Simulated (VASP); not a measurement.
# BiRu (Pm-3m) in VASP: notebook, part 2 of 2

VASP 6.6.1. Earlier steps stand in the parts before.

## Step 3: Relaxation of cell and atoms, PBE

This run uses another cell than the first one, of 19.70 Å³/atom.

Input file INCAR:

```
  PREC = Accurate
  ENCUT = 600
  EDIFF = 1E-6
  ISMEAR = 0
  SIGMA = 0.1
  LREAL = False
  LASPH = True
  NELM = 60
  ALGO = Fast
  ISIF = 3
  LWAVE = False
  LCHARG = False
  GGA = PE
  IBRION = 2
  NSW = 100
  EDIFFG = -0.01
```

Input file KPOINTS:

```
Automatic mesh
0
Gamma
  16 16 16
```

Input file POSCAR:

```
BiRu
1.0
    3.4027164825      0.0000000000      0.0000000000
    0.0000000000      3.4027164825      0.0000000000
    0.0000000000      0.0000000000      3.4027164825
Bi Ru
1 1
Direct
    0.5000000000      0.5000000000      0.5000000000
    0.0000000000      0.0000000000      0.0000000000
```

Potentials or basis: VASP PAW PBE potentials, release 64 (Bi_d, Ru_pv).

The run is started by

```
> cat potpaw_PBE.64/Bi_d/POTCAR potpaw_PBE.64/Ru_pv/POTCAR > POTCAR
> mpirun -np 1 vasp_std > vasp.out
```

OUTCAR:

```text
PREC = Accurate
   ENCUT = 600
   EDIFF = 1E-6
   ISMEAR = 0
   LREAL = False
   LASPH = True
   NELM = 60
   ISIF = 3
   GGA = PE
   IBRION = 2
   NSW = 100
   EDIFFG = -0.01

 ion  position               nearest neighbor table
   1  0.500  0.500  0.500-   2 2.95   2 2.95   2 2.95   2 2.95   2 2.95   2 2.95   2 2.95   2 2.95

   2  0.000  0.000  0.000-   1 2.95   1 2.95   1 2.95   1 2.95   1 2.95   1 2.95   1 2.95   1 2.95

  LATTYP: Found a simple cubic cell.
 ALAT       =     3.4027164825

  Lattice vectors:

 A1 = (   3.4027164825,   0.0000000000,   0.0000000000)
 A2 = (   0.0000000000,   3.4027164825,   0.0000000000)
 A3 = (   0.0000000000,   0.0000000000,   3.4027164825)

Analysis of symmetry for initial positions (statically):
=====================================================================
 Subroutine PRICEL returns:
 Original cell was already a primitive cell.

 Routine SETGRP: Setting up the symmetry group for a
 simple cubic supercell.

 Subroutine GETGRP returns: Found 48 space group operations
 (whereof 48 operations were pure point group operations)
 out of a pool of 48 trial point group operations.

The static configuration has the point symmetry O_h .

Analysis of symmetry for dynamics (positions and initial velocities):
=====================================================================
 Subroutine PRICEL returns:
 Original cell was already a primitive cell.

 Routine SETGRP: Setting up the symmetry group for a
 simple cubic supercell.

 Subroutine GETGRP returns: Found 48 space group operations
 (whereof 48 operations were pure point group operations)
 out of a pool of 48 trial point group operations.

The dynamic configuration has the point symmetry O_h .

 Subroutine INISYM returns: Found 48 space group operations
 (whereof 48 operations are pure point group operations),
 and found     1 'primitive' translations

[... 122 lines left out ...]
   IVDW    =     0    specifies the selected vdW correction
   LEPSILON=     F    determine dielectric tensor
   LRPA    =     F    only Hartree local field effects (RPA)
 conjugate gradient relaxation of ions
 non-spin polarized calculation
 RMM-DIIS sequential band-by-band and
 Gauss-broadening in eV      SIGMA  =   0.10
  energy-cutoff  :      600.00
  volume of cell :       39.40
 maximum number of plane-waves:      1357
 NGX is ok and might be reduce to    28
   NGX = 13   NGY = 13   NGZ = 13

--------------------------------------- Ionic step        1  -------------------------------------------

 number of electron      28.9999999 magnetization

 Free energy of the ion-electron system (eV)
  ---------------------------------------------------
  ext. energy  EPLUGINS =         0.00000000
  ---------------------------------------------------
  free energy    TOTEN  =       -12.04822139 eV

  energy without entropy =      -12.02833082  energy(sigma->0) =      -12.03827611

------------------------ aborting loop because EDIFF is reached ----------------------------------------

  FORCE on cell =-STRESS in cart. coord.  units (eV):
  Direction    XX          YY          ZZ          XY          YZ          ZX
  --------------------------------------------------------------------------------------
  -------------------------------------------------------------------------------------
  Total       -0.1579398     -0.1579398     -0.1579398     -0.0000000     -0.0000000     -0.0000000
  in kB       -6.4228053     -6.4228053     -6.4228053     -0.0000000     -0.0000000     -0.0000000
  external PRESSURE =      -6.4228053 kB  Pullay stress =       0.0000000 kB
[... 59 lines left out ...]
--------------------------------------- Ionic step        3  -------------------------------------------

 number of electron      29.0000001 magnetization

 Free energy of the ion-electron system (eV)
  ---------------------------------------------------
  ext. energy  EPLUGINS =         0.00000000
  ---------------------------------------------------
  free energy    TOTEN  =       -12.04875744 eV

  energy without entropy =      -12.02885137  energy(sigma->0) =      -12.03880440

 E-fermi :  11.1572     XC(G=0): -12.3103

 val. band max:       11.1551417874   @ k =   0.4375   0.4375   0.0000
 cond. band min:      11.1578433933   @ k =   0.5000   0.5000   0.1250
 fundamental gap:      0.0027016059
 Fermi energy:        11.1572486270

 k-point     1 :       0.0000    0.0000    0.0000
  band No.  band energies     occupation
      1     -31.0968      2.00000
      2     -31.0968      2.00000
      3     -31.0968      2.00000
      4     -11.9672      2.00000
      5     -11.9672      2.00000
      6     -11.7529      2.00000
[... 481 lines left out ...]
      5     -11.8173      2.00000
      6     -11.8050      2.00000
[... 10 lines left out ...]
     17      16.9099      0.00000
     18      17.7225      0.00000

 [... further k-points ...]

------------------------ aborting loop because EDIFF is reached ----------------------------------------

  FORCE on cell =-STRESS in cart. coord.  units (eV):
  Direction    XX          YY          ZZ          XY          YZ          ZX
  --------------------------------------------------------------------------------------
  -------------------------------------------------------------------------------------
  Total        0.0133566      0.0133566      0.0133566      0.0000000      0.0000000      0.0000000
  in kB        0.5465026      0.5465026      0.5465026      0.0000000      0.0000000      0.0000000
  external PRESSURE =       0.5465026 kB  Pullay stress =       0.0000000 kB
[... 17 lines left out ...]
  FREE ENERGIE OF THE ION-ELECTRON SYSTEM (eV)
  ---------------------------------------------------
  free  energy   TOTEN  =       -12.0487574400 eV

  energy  without entropy=      -12.0288513684  energy(sigma->0) =      -12.03880440

 reached required accuracy - stopping structural energy minimisation
```

OSZICAR:

```text
N       E                     dE             d eps       ncg     rms          rms(c)
DAV:   1     0.315074136613E+03    0.31507E+03   -0.17843E+04  5958   0.219E+03
DAV:   2     0.552422459350E+01   -0.30955E+03   -0.30472E+03  6044   0.544E+02
DAV:   3    -0.116940424666E+02   -0.17218E+02   -0.16686E+02  7004   0.133E+02
[... 27 lines left out ...]
RMM:   4    -0.120487284922E+02    0.28129E-03   -0.28897E-03  6837   0.560E-01    0.312E-02
RMM:   5    -0.120487547681E+02   -0.26276E-04   -0.46201E-04  7176   0.187E-01    0.224E-02
RMM:   6    -0.120487555288E+02   -0.76067E-06   -0.76415E-05  6860   0.896E-02    0.586E-03
RMM:   7    -0.120487568350E+02   -0.13062E-05   -0.23117E-05  7414   0.497E-02    0.328E-03
RMM:   8    -0.120487574400E+02   -0.60504E-06   -0.37959E-06  4698   0.242E-02
   3 F= -.12048757E+02 E0= -.12038804E+02  d E =-.536046E-03
```

Wall time 3.5 min (1 thread of Intel Xeon 6975P-C (Granite Rapids), shared host); peak memory 0.27 GiB.

Results:

```yaml
Free_energy: -12.0488 eV
Relaxed_volume: 19.58 Å³/atom
Relaxed_cell: a = 3.396 Å, b = 3.396 Å, c = 3.396 Å, α = 90.00°, β = 90.00°, γ = 90.00°
Space_group_after_relaxing_to_0.1_Å: Pm-3m (No. 221)
Energy_gained_by_relaxing: 0.3 meV/atom
Ionic_steps: 3
Pressure_after_relaxing: 0.1 GPa
Band_gap_on_the_k_mesh: zero (an odd number of electrons rules out a gap without spin polarisation)
```

The path:
```csv
step,energy change (eV),largest force (eV/Å),pressure (GPa),volume (Å³)
1,0.0000,0.0000,-0.64,39.40
2,0.0000,0.0000,0.74,38.95
3,-0.0005,0.0000,0.05,39.16
```

Final structure:
```
Bi Ru
1.0
     3.39577    0.00000    0.00000
     0.00000    3.39577    0.00000
     0.00000    0.00000    3.39577
Bi Ru
1 1
Direct
  0.50000 0.50000 0.50000
  0.00000 0.00000 0.00000
```

Levels at points of the mesh, in eV from the Fermi level:
| k point | band 11 | band 12 | band 13 | band 14 | band 15 | band 16 | band 17 | band 18 |
| --- | --- | --- | --- | --- | --- | --- | --- | --- |
| (0.00, 0.00, 0.00) | -2.90 | -0.78 | -0.78 | -0.78 | 1.12 | 1.12 | 1.12 | 3.97 |
| (0.50, 0.00, 0.00) | -2.73 | -2.55 | -2.55 | -0.84 | 0.15 | 5.95 | 5.95 | 6.54 |
| (0.50, 0.50, 0.00) | -4.32 | -2.75 | -1.44 | -1.44 | -0.04 | -0.01 | 2.54 | 4.39 |
| (0.50, 0.50, 0.50) | -5.32 | -5.32 | 0.05 | 0.05 | 2.75 | 2.75 | 2.75 | 3.47 |

Caveat: spin-orbit coupling is left out, which moves the levels of the heavy elements.
